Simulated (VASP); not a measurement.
# SiNi2 (P6_3/mmc) in VASP: a series of runs

SiNi2 is run at these levels: PBEsol; tasks: relaxation of shape and atoms at fixed volume.

Everything below comes from runs of VASP 6.6.1. Logs are shortened: lines on timing, memory, paths and dates and some standing lists are left out, and cuts for length are marked.

## Step 1: The cell of the first run

The structure is hexagonal, space group P6_3/mmc (No. 194). The conventional cell has a = 3.907 Å, b = 3.907 Å, c = 4.966 Å, α = 90.00°, β = 90.00°, γ = 120.00°. Within 3.0 Å of Si (site symmetry -6m2) lie 11 Ni at 2.26 to 2.57 Å. Within 3.3 Å of Ni (site symmetry -3m) lie 8 Ni at 2.48 to 2.57 Å and 6 Si at 2.57 Å. Within 3.0 Å of Ni (site symmetry -6m2) lie 5 Si at 2.26 to 2.48 Å and 6 Ni at 2.57 Å.

## Step 2: Relaxation of shape and atoms at fixed volume, PBEsol (10.94 Å³/atom)

Input file INCAR:

```
PREC     = Accurate       # precision mode
ENCUT    = 600            # plane-wave cutoff, eV
EDIFF    = 1E-6           # SCF threshold, eV
ISMEAR   = 0              # smearing method
SIGMA    = 0.1            # smearing width, eV
LREAL    = F              # projectors in reciprocal space
LASPH    = T              # aspherical terms in the spheres
NELM     = 100            # most SCF steps
ALGO     = Fast           # electronic algorithm
ISIF     = 4              # what is computed and relaxed
LWAVE    = F              # write WAVECAR
LCHARG   = F              # write CHGCAR
GGA      = PS             # functional
IBRION   = 2              # ionic algorithm
NSW      = 50             # ionic steps
EDIFFG   = -0.01          # ionic threshold
```

Input file KPOINTS:

```
regular mesh
0
Gamma
  12 12 8
```

Input file POSCAR:

```
SiNi2
1.0
    3.9067677553      0.0000000000      0.0000000000
   -1.9533838777      3.3833601228      0.0000000000
    0.0000000000      0.0000000000      4.9656713876
Si Ni
2 4
Direct
    0.3333333333      0.6666666667      0.7500000000
    0.6666666667      0.3333333333      0.2500000000
    0.0000000000      0.0000000000      0.0000000000
    0.0000000000      0.0000000000      0.5000000000
    0.3333333333      0.6666666667      0.2500000000
    0.6666666667      0.3333333333      0.7500000000
```

Potentials or basis: VASP PAW PBE potentials, release 64 (Si, Ni).

Started as:

```bash
$ cat potpaw_PBE.64/Si/POTCAR potpaw_PBE.64/Ni/POTCAR > POTCAR
$ mpirun -np 1 vasp_std > vasp.out
```

OUTCAR:

```text
PREC = Accurate
   ENCUT = 600
   EDIFF = 1E-6
   ISMEAR = 0
   LREAL = F
   LASPH = T
   NELM = 100
   ISIF = 4
   GGA = PS
   IBRION = 2
   NSW = 50
   EDIFFG = -0.01

 ion  position               nearest neighbor table
   1  0.333  0.667  0.750-   6 2.26   6 2.26   6 2.26   5 2.48   5 2.48   3 2.57   4 2.57   4 2.57
                             3 2.57   4 2.57   3 2.57
   2  0.667  0.333  0.250-   5 2.26   5 2.26   5 2.26   6 2.48   6 2.48   3 2.57   4 2.57   3 2.57
                             4 2.57   3 2.57   4 2.57
   3  0.000  0.000  0.000-   4 2.48   4 2.48   1 2.57   5 2.57   6 2.57   2 2.57   2 2.57   6 2.57
                             1 2.57   5 2.57   2 2.57   6 2.57   1 2.57   5 2.57
   4  0.000  0.000  0.500-   3 2.48   3 2.48   1 2.57   5 2.57   6 2.57   2 2.57   2 2.57   6 2.57
                             1 2.57   5 2.57   2 2.57   6 2.57   1 2.57   5 2.57
   5  0.333  0.667  0.250-   2 2.26   2 2.26   2 2.26   1 2.48   1 2.48   3 2.57   4 2.57   4 2.57
                             3 2.57   4 2.57   3 2.57
   6  0.667  0.333  0.750-   1 2.26   1 2.26   1 2.26   2 2.48   2 2.48   3 2.57   4 2.57   3 2.57
                             4 2.57   3 2.57   4 2.57

  LATTYP: Found a hexagonal cell.
 ALAT       =     3.9067677553
 C/A-ratio  =     1.2710434043

  Lattice vectors:

 A1 = (   3.9067677553,   0.0000000000,   0.0000000000)
 A2 = (  -1.9533838777,   3.3833601228,   0.0000000000)
 A3 = (   0.0000000000,   0.0000000000,   4.9656713876)

Analysis of symmetry for initial positions (statically):
=====================================================================
 Subroutine PRICEL returns:
 Original cell was already a primitive cell.

 Routine SETGRP: Setting up the symmetry group for a
 hexagonal supercell.

 Subroutine GETGRP returns: Found 24 space group operations
 (whereof 12 operations were pure point group operations)
 out of a pool of 24 trial point group operations.

The static configuration has the point symmetry D_3d.
 The point group associated with its full space group is D_6h.

Analysis of symmetry for dynamics (positions and initial velocities):
=====================================================================
 Subroutine PRICEL returns:
 Original cell was already a primitive cell.

 Routine SETGRP: Setting up the symmetry group for a
 hexagonal supercell.

 Subroutine GETGRP returns: Found 24 space group operations
 (whereof 12 operations were pure point group operations)
 out of a pool of 24 trial point group operations.

The dynamic configuration has the point symmetry D_3d.
 The point group associated with its full space group is D_6h.

 Subroutine INISYM returns: Found 24 space group operations
 (whereof 12 operations are pure point group operations),
 and found     1 'primitive' translations

----------------------------------------------------------------------------------------

                                     Primitive cell

  volume of cell :      65.6363

  direct lattice vectors                    reciprocal lattice vectors
     3.906767755  0.000000000  0.000000000     0.255966073  0.147782081  0.000000000
    -1.953383878  3.383360123  0.000000000     0.000000000  0.295564162  0.000000000
     0.000000000  0.000000000  4.965671388     0.000000000  0.000000000  0.201382637

  length of vectors
     3.906767755  3.906767755  4.965671388     0.295564162  0.295564162  0.201382637

  position of ions in fractional coordinates (direct lattice)
     0.333333333  0.666666667  0.750000000
     0.666666667  0.333333333  0.250000000
     0.000000000  0.000000000  0.000000000
     0.000000000  0.000000000  0.500000000
     0.333333333  0.666666667  0.250000000
     0.666666667  0.333333333  0.750000000

  ion indices of the primitive-cell ions
   primitive index   ion index
                 1           1
[... 92 lines left out ...]
   ISMEAR =     0;   SIGMA  =   0.10  broadening in eV -4-tet -1-fermi 0-gaus
   EFERMI_NEDOS =   21; number of points for ismear=-14 and -15
   IALGO  =     68    algorithm
   IMIX   =      4    mixing-type and parameters
     AMIX     =   0.40;   BMIX     =  1.00
     AMIX_MAG =   1.60;   BMIX_MAG =  1.00
  volume/ion in A,a.u.               =      10.94        73.82
  Fermi-wavevector in a.u.,A,eV,Ry     =   1.474939  2.787230 29.598716  2.175444
  Thomas-Fermi vector in A             =   2.589649
   LORBIT       =      0    0 simple, 1 ext, 2 COOP (PROOUT), +10 PAW based schemes
   GGA     = PS    functional components
   LHFCALC =     F    Hartree Fock is set to
   AEXX    =    0.0000 exact exchange contribution
   IVDW    =     0    specifies the selected vdW correction
   LEPSILON=     F    determine dielectric tensor
   LRPA    =     F    only Hartree local field effects (RPA)
 conjugate gradient relaxation of ions
 non-spin polarized calculation
 RMM-DIIS sequential band-by-band and
 Gauss-broadening in eV      SIGMA  =   0.10
  energy-cutoff  :      600.00
  volume of cell :       65.64
 maximum number of plane-waves:      2217
 NGX is ok and might be reduce to    32
   NGX = 15   NGY = 15   NGZ = 19

--------------------------------------- Ionic step        1  -------------------------------------------

 number of electron      47.9999982 magnetization

 Free energy of the ion-electron system (eV)
  ---------------------------------------------------
  ext. energy  EPLUGINS =         0.00000000
  ---------------------------------------------------
  free energy    TOTEN  =       -39.52357672 eV

  energy without entropy =      -39.50567405  energy(sigma->0) =      -39.51462538

------------------------ aborting loop because EDIFF is reached ----------------------------------------

  FORCE on cell =-STRESS in cart. coord.  units (eV):
  Direction    XX          YY          ZZ          XY          YZ          ZX
  --------------------------------------------------------------------------------------
  -------------------------------------------------------------------------------------
  Total       -2.6593312     -2.6593312     -2.3503410      0.0000000     -0.0000000      0.0000000
  in kB      -64.9141261    -64.9141261    -57.3716923      0.0000000     -0.0000000      0.0000000
  external PRESSURE =     -62.3999815 kB  Pullay stress =       0.0000000 kB

 VOLUME and BASIS-vectors are now :
 -----------------------------------------------------------------------------
  energy-cutoff  :      600.00
  volume of cell :       65.64
      direct lattice vectors                 reciprocal lattice vectors
     3.906767755  0.000000000  0.000000000     0.255966073  0.147782081  0.000000000
    -1.953383878  3.383360123  0.000000000     0.000000000  0.295564162  0.000000000
     0.000000000  0.000000000  4.965671388     0.000000000  0.000000000  0.201382637

 POSITION                                       TOTAL-FORCE (eV/Angst)
 -----------------------------------------------------------------------------------
     -0.00000      2.25557      3.72425        -0.000000      0.000000     -0.000000
      1.95338      1.12779      1.24142         0.000000      0.000000     -0.000000
      0.00000      0.00000      0.00000        -0.000000      0.000000     -0.000000
      0.00000      0.00000      2.48284        -0.000000      0.000000     -0.000000
     -0.00000      2.25557      1.24142         0.000000     -0.000000      0.000000
      1.95338      1.12779      3.72425        -0.000000      0.000000      0.000000
 -----------------------------------------------------------------------------------
    total drift:                                0.000000     -0.000000     -0.000000

  FREE ENERGIE OF THE ION-ELECTRON SYSTEM (eV)
  ---------------------------------------------------
  free  energy   TOTEN  =       -39.5235767156 eV

  energy  without entropy=      -39.5056740485  energy(sigma->0) =      -39.51462538

--------------------------------------- Ionic step        2  -------------------------------------------

 number of electron      47.9999981 magnetization

 Free energy of the ion-electron system (eV)
  ---------------------------------------------------
  ext. energy  EPLUGINS =         0.00000000
  ---------------------------------------------------
  free energy    TOTEN  =       -39.52383827 eV

  energy without entropy =      -39.50592670  energy(sigma->0) =      -39.51488248

 E-fermi :  10.9475     XC(G=0): -13.0585

 val. band max:       10.9434846163   @ k =   0.3333   0.3333   0.2500
 cond. band min:      10.9551057856   @ k =   0.1667  -0.0000   0.0000
 fundamental gap:      0.0116211693
 Fermi energy:        10.9475000351

 k-point     1 :       0.0000    0.0000    0.0000
  band No.  band energies     occupation
      1      -1.6035      2.00000
      2       2.7801      2.00000
      3       4.5348      2.00000
      4       5.9270      2.00000
      5       5.9270      2.00000
      6       7.0533      2.00000
[... 733 lines left out ...]
     27      13.5734      0.00000
     28      14.1053      0.00000

 [... further k-points ...]

------------------------ aborting loop because EDIFF is reached ----------------------------------------

  FORCE on cell =-STRESS in cart. coord.  units (eV):
  Direction    XX          YY          ZZ          XY          YZ          ZX
  --------------------------------------------------------------------------------------
  -------------------------------------------------------------------------------------
  Total       -2.4772652     -2.4772652     -2.4177689      0.0000000     -0.0000000      0.0000000
  in kB      -60.4699053    -60.4699053    -59.0176026      0.0000000     -0.0000000      0.0000000
  external PRESSURE =     -59.9858044 kB  Pullay stress =       0.0000000 kB

 VOLUME and BASIS-vectors are now :
 -----------------------------------------------------------------------------
  energy-cutoff  :      600.00
  volume of cell :       65.64
      direct lattice vectors                 reciprocal lattice vectors
     3.903535083  0.000000000  0.000000000     0.256178049  0.147904465  0.000000000
    -1.951767542  3.380560546  0.000000000    -0.000000000  0.295808931  0.000000000
    -0.000000000 -0.000000000  4.973899332     0.000000000  0.000000000  0.201049505

 POSITION                                       TOTAL-FORCE (eV/Angst)
 -----------------------------------------------------------------------------------
     -0.00000      2.25371      3.73042        -0.000000     -0.000000     -0.000000
      1.95177      1.12685      1.24347         0.000000      0.000000     -0.000000
      3.90354      0.00000      4.97390        -0.000000     -0.000000     -0.000000
      3.90354      0.00000      2.48695        -0.000000      0.000000     -0.000000
     -0.00000      2.25371      1.24347        -0.000000     -0.000000      0.000000
      1.95177      1.12685      3.73042         0.000000     -0.000000      0.000000
 -----------------------------------------------------------------------------------
    total drift:                                0.000000     -0.000000     -0.000000

  FREE ENERGIE OF THE ION-ELECTRON SYSTEM (eV)
  ---------------------------------------------------
  free  energy   TOTEN  =       -39.5238382678 eV

  energy  without entropy=      -39.5059266981  energy(sigma->0) =      -39.51488248

 reached required accuracy - stopping structural energy minimisation
```

It took 4.6 min on 1 thread of Oxide Virtual Turin-like, shared host; peak memory 0.29 GiB.

Results:

```yaml
Free_energy: -39.5238 eV
Energy_gained_by_relaxing: 0.0 meV/atom
Ionic_steps: 2
Pressure_after_relaxing: -6.0 GPa
Band_gap_on_the_k_mesh: zero (bands 24 and 25 overlap by 3.25 eV)
```

Stress tensor (GPa, compression positive):
```
-6.05  0.00  0.00
 0.00 -6.05  0.00
 0.00  0.00 -5.90
```

Step by step:
```tsv
step	energy change (eV)	largest force (eV/Å)	pressure (GPa)	volume (Å³)
1	0.0000	0.0000	-6.24	65.64
2	-0.0003	0.0000	-6.00	65.64
```

Final structure:
```
CELL_PARAMETERS angstrom
3.90354 0.00000 0.00000
-1.95177 3.38056 0.00000
0.00000 0.00000 4.97390
ATOMIC_POSITIONS crystal
Si 0.33333 0.66667 0.75000
Si 0.66667 0.33333 0.25000
Ni 0.00000 0.00000 0.00000
Ni 0.00000 0.00000 0.50000
Ni 0.33333 0.66667 0.25000
Ni 0.66667 0.33333 0.75000
```

Caveat: the PAW data sets were made with another functional, which shifts forces and pressure a little. Spin polarisation is off, so any magnetic state and its effect on volume and gap are missing.

## Step 3: Relaxation of shape and atoms at fixed volume, PBEsol (11.68 Å³/atom)

This run uses another cell than the first one, of 11.68 Å³/atom.

Input file INCAR:

```
SYSTEM = SiNi2
ALGO = Fast ; EDIFF = 1E-6
EDIFFG = -0.01 ; ENCUT = 600
GGA = PS ; IBRION = 2
ISIF = 4 ; ISMEAR = 0
LASPH = .True. ; LCHARG = .False.
LREAL = .False. ; LWAVE = .False.
NELM = 100 ; NSW = 50
PREC = Accurate ; SIGMA = 0.1
```

Input file KPOINTS:

```
k-points
0
Gamma
  12 12 8
  0 0 0
```

POSCAR: that of step 2 with these lines changed.

```diff
@@ -2,5 +2,5 @@
 1.0
-    3.9067677553      0.0000000000      0.0000000000
-   -1.9533838777      3.3833601228      0.0000000000
-    0.0000000000      0.0000000000      4.9656713876
+    3.9823025124      0.0000000000      0.0000000000
+   -1.9911512562      3.4487751413      0.0000000000
+    0.0000000000      0.0000000000      5.1038761568
 Si Ni
```

Potentials or basis: VASP PAW PBE potentials, release 64 (Si, Ni).

Started as:

```bash
$ cat potpaw_PBE.64/Si/POTCAR potpaw_PBE.64/Ni/POTCAR > POTCAR
$ mpirun -np 1 vasp_std > vasp.out
```

OUTCAR:

```text
SYSTEM = SiNi2
   EDIFF = 1E-6
   EDIFFG = -0.01
   ENCUT = 600
   GGA = PS
   IBRION = 2
   ISIF = 4
   ISMEAR = 0
   LASPH = .True.
   LREAL = .False.
   NELM = 100
   NSW = 50
   PREC = Accurate

 ion  position               nearest neighbor table
   1  0.333  0.667  0.750-   6 2.30   6 2.30   6 2.30   5 2.55   5 2.55   3 2.63   4 2.63   4 2.63
                             3 2.63   4 2.63   3 2.63
   2  0.667  0.333  0.250-   5 2.30   5 2.30   5 2.30   6 2.55   6 2.55   3 2.63   4 2.63   3 2.63
                             4 2.63   3 2.63   4 2.63
   3  0.000  0.000  0.000-   4 2.55   4 2.55   1 2.63   5 2.63   6 2.63   2 2.63   2 2.63   6 2.63
                             1 2.63   5 2.63   2 2.63   6 2.63   1 2.63   5 2.63
   4  0.000  0.000  0.500-   3 2.55   3 2.55   1 2.63   5 2.63   6 2.63   2 2.63   2 2.63   6 2.63
                             1 2.63   5 2.63   2 2.63   6 2.63   1 2.63   5 2.63
   5  0.333  0.667  0.250-   2 2.30   2 2.30   2 2.30   1 2.55   1 2.55   3 2.63   4 2.63   4 2.63
                             3 2.63   4 2.63   3 2.63
   6  0.667  0.333  0.750-   1 2.30   1 2.30   1 2.30   2 2.55   2 2.55   3 2.63   4 2.63   3 2.63
                             4 2.63   3 2.63   4 2.63

  LATTYP: Found a hexagonal cell.
 ALAT       =     3.9823025124
 C/A-ratio  =     1.2816394889

  Lattice vectors:

[... 198 lines left out ...]
  -------------------------------------------------------------------------------------
  Total       -7.6808268     -7.6808268     -7.2321446      0.0000000     -0.0000000      0.0000000
  in kB     -175.5574639   -175.5574639   -165.3021226      0.0000000     -0.0000000      0.0000000
  external PRESSURE =    -172.1390168 kB  Pullay stress =       0.0000000 kB
[... 67 lines left out ...]
--------------------------------------- Ionic step        3  -------------------------------------------

 number of electron      48.0000020 magnetization

 Free energy of the ion-electron system (eV)
  ---------------------------------------------------
  ext. energy  EPLUGINS =         0.00000000
  ---------------------------------------------------
  free energy    TOTEN  =       -39.19424026 eV

  energy without entropy =      -39.17464510  energy(sigma->0) =      -39.18444268

 E-fermi :   9.9735     XC(G=0): -12.7095

 val. band max:        9.9657503395   @ k =   0.2500   0.0000   0.1250
 cond. band min:       9.9768791950   @ k =   0.0833   0.0833   0.0000
 fundamental gap:      0.0111288555
 Fermi energy:         9.9734789134

 k-point     1 :       0.0000    0.0000    0.0000
  band No.  band energies     occupation
      1      -2.0354      2.00000
      2       2.0212      2.00000
      3       3.9357      2.00000
      4       5.3461      2.00000
      5       5.3461      2.00000
      6       6.3723      2.00000
[... 733 lines left out ...]
     27      12.4385      0.00000
     28      12.9797      0.00000

 [... further k-points ...]

------------------------ aborting loop because EDIFF is reached ----------------------------------------

  FORCE on cell =-STRESS in cart. coord.  units (eV):
  Direction    XX          YY          ZZ          XY          YZ          ZX
  --------------------------------------------------------------------------------------
  -------------------------------------------------------------------------------------
  Total       -7.4151005     -7.4151005     -7.3905131      0.0000000      0.0000000      0.0000000
  in kB     -169.4838686   -169.4838686   -168.9218841      0.0000000      0.0000000      0.0000000
  external PRESSURE =    -169.2965404 kB  Pullay stress =       0.0000000 kB
[... 21 lines left out ...]
  FREE ENERGIE OF THE ION-ELECTRON SYSTEM (eV)
  ---------------------------------------------------
  free  energy   TOTEN  =       -39.1942402580 eV

  energy  without entropy=      -39.1746450963  energy(sigma->0) =      -39.18444268

 reached required accuracy - stopping structural energy minimisation
```

OSZICAR:

```text
N       E                     dE             d eps       ncg     rms          rms(c)
DAV:   1     0.330438375886E+03    0.33044E+03   -0.23503E+04  5320   0.239E+03
DAV:   2    -0.172609809782E+02   -0.34770E+03   -0.33874E+03  5320   0.434E+02
DAV:   3    -0.434897790589E+02   -0.26229E+02   -0.24269E+02  5712   0.147E+02
[... 29 lines left out ...]
RMM:   3    -0.391944148051E+02    0.30607E-03   -0.11647E-03  5320   0.400E-01    0.113E-01
RMM:   4    -0.391942393571E+02    0.17545E-03   -0.23933E-04  5320   0.139E-01    0.147E-02
RMM:   5    -0.391942404069E+02   -0.10499E-05   -0.54056E-05  5468   0.636E-02    0.981E-03
RMM:   6    -0.391942401288E+02    0.27816E-06   -0.13292E-05  5232   0.311E-02    0.402E-03
RMM:   7    -0.391942402580E+02   -0.12923E-06   -0.43616E-06  3736   0.157E-02
   3 F= -.39194240E+02 E0= -.39184443E+02  d E =-.841270E-03
```

It took 7.3 min on 1 thread of Oxide Virtual Turin-like, shared host; peak memory 0.3 GiB.

What came out:

```
Free energy               : -39.1942 eV
Energy gained by relaxing : 0.1 meV/atom
Ionic steps               : 3
Pressure after relaxing   : -16.9 GPa
Band gap on the k mesh    : zero (bands 24 and 25 overlap by 3.00 eV)
```

The path:
```tsv
step	energy change (eV)	largest force (eV/Å)	pressure (GPa)	volume (Å³)
1	0.0000	0.0000	-17.21	70.10
2	-0.0007	0.0000	-17.07	70.10
3	-0.0008	0.0000	-16.93	70.10
```

Final structure:
```
Si Ni
1.0
     3.97522    0.00000    0.00000
    -1.98761    3.44264    0.00000
     0.00000    0.00000    5.12207
Si Ni
2 4
Direct
  0.33333 0.66667 0.75000
  0.66667 0.33333 0.25000
  0.00000 0.00000 0.00000
  0.00000 0.00000 0.50000
  0.33333 0.66667 0.25000
  0.66667 0.33333 0.75000
```

Levels at points of the mesh, in eV from the Fermi level:
```
           k point  band 22  band 23  band 24  band 25  band 26  band 27
(0.00, 0.00, 0.00)    -0.56     0.07     2.42     2.68     2.71     2.71
(0.50, 0.00, 0.00)    -1.09    -0.90    -0.62    -0.52     0.88     1.71
(0.00, 0.00, 0.50)    -1.12     1.79     1.79     3.10     3.10     3.10
(0.50, 0.00, 0.50)    -1.14    -0.84    -0.84     0.89     0.89     2.63
```

Caveat: the PAW data sets were made with another functional, which shifts forces and pressure a little. Spin polarisation is off, so any magnetic state and its effect on volume and gap are missing.

(Part 1 of 2 ends here.)
